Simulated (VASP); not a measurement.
Set up this calculation in VASP 6.6.1, as the native input.

* Task: single point
* Functional: PBEsol
* Potentials or basis: VASP PAW PBE potentials, release 64 (Br)
* Cutoff: 520 eV
* k mesh: 14 × 14 × 8
* Occupations: fermi-dirac, width 0.1 eV
* Spin: no spin polarisation
* Dipole correction: no
* Further INCAR settings: ALGO = Normal; EDIFF = 1e-07; NBANDS = 14

The structure of Br lies in POSCAR:

```
Br
1.0
    3.7418391860      0.0000000000      0.0000000000
   -1.8709195930      3.2405277920      0.0000000000
    0.0000000000      0.0000000000      4.2781622693
Br
2
Direct
    0.3333333333      0.6666666667      0.2500000000
    0.6666666667      0.3333333333      0.7500000000
```

These files were run (other wordings do the same):

INCAR

```
SYSTEM = Br
  PREC = Accurate
  ENCUT = 520
  EDIFF = 1E-7
  ISMEAR = -1
  SIGMA = 0.1
  LREAL = .FALSE.
  LASPH = .TRUE.
  NELM = 60
  ALGO = Normal
  ISIF = 2
  LWAVE = .FALSE.
  LCHARG = .TRUE.
  GGA = PS
  LELF = .TRUE.
  LVHAR = .TRUE.
  NBANDS = 14
```

KPOINTS

```
regular mesh
0
G
  14 14 8
  0 0 0
```

Potentials or basis: VASP PAW PBE potentials, release 64 (Br).

Run with:

```bash
$ cat potpaw_PBE.64/Br/POTCAR > POTCAR
$ mpirun -np 1 vasp_std > vasp.out
```

It gave:

```json
{
 "Pressure": "0.0 GPa",
 "Band gap on the k mesh": "zero (band 7 reaches 3.05 eV, above the bottom of band 8 at 0.98 eV)"
}
```

Caveat: the PAW data sets were made with another functional, which shifts forces and pressure a little.

Wall time 30 s on 1 thread of Intel(R) Xeon(R) 6975P-C (Granite Rapids), with other jobs on the host, peak memory 0.2 GiB.
